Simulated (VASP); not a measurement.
A run of VASP 6.6.1:

Contents of INCAR:

```
PREC     = Accurate       # precision mode
ENCUT    = 520            # plane-wave cutoff, eV
EDIFF    = 1E-7           # SCF threshold, eV
ISMEAR   = 0              # smearing method
SIGMA    = 0.1            # smearing width, eV
LREAL    = F              # projectors in reciprocal space
LASPH    = T              # aspherical terms in the spheres
NELM     = 100            # most SCF steps
ALGO     = Normal         # electronic algorithm
ISIF     = 2              # what is computed and relaxed
LWAVE    = F              # write WAVECAR
LCHARG   = F              # write CHGCAR
GGA      = PE             # functional
NBANDS   = 47             # bands
```

Contents of KPOINTS:

```
Automatic mesh
0
Gamma
  4 4 4
```

The input POSCAR:

```
Ti2Si3
1.0
    5.8660014817      0.0000000000      0.0000000000
    0.0000000000      5.8660014817      0.0000000000
    0.0000000000      0.0000000000      5.8660014817
Ti Si
4 6
Direct
    0.2500000000      0.2500000000      0.2500000000
    0.2500000000      0.7500000000      0.7500000000
    0.7500000000      0.7500000000      0.2500000000
    0.7500000000      0.2500000000      0.7500000000
    0.0000000000      0.5000000000      0.5000000000
    0.0000000000      0.5000000000      0.0000000000
    0.5000000000      0.0000000000      0.5000000000
    0.0000000000      0.0000000000      0.5000000000
    0.5000000000      0.0000000000      0.0000000000
    0.5000000000      0.5000000000      0.0000000000
```

Potentials or basis: VASP PAW PBE potentials, release 64 (Ti_sv, Si).

Command:

```bash
$ cat potpaw_PBE.64/Ti_sv/POTCAR potpaw_PBE.64/Si/POTCAR > POTCAR
$ mpirun -np 1 vasp_std > vasp.out
```

Hardware: 1 thread of Intel(R) Xeon(R) Platinum 8488C (Sapphire Rapids), on a shared host.

Task: Estimate the wall time of this run.

Result: Wall time 85 s on 1 thread of Intel(R) Xeon(R) Platinum 8488C (Sapphire Rapids), on a shared host, peak memory 0.34 GiB. Counts: scf iterations 17, k points 10.
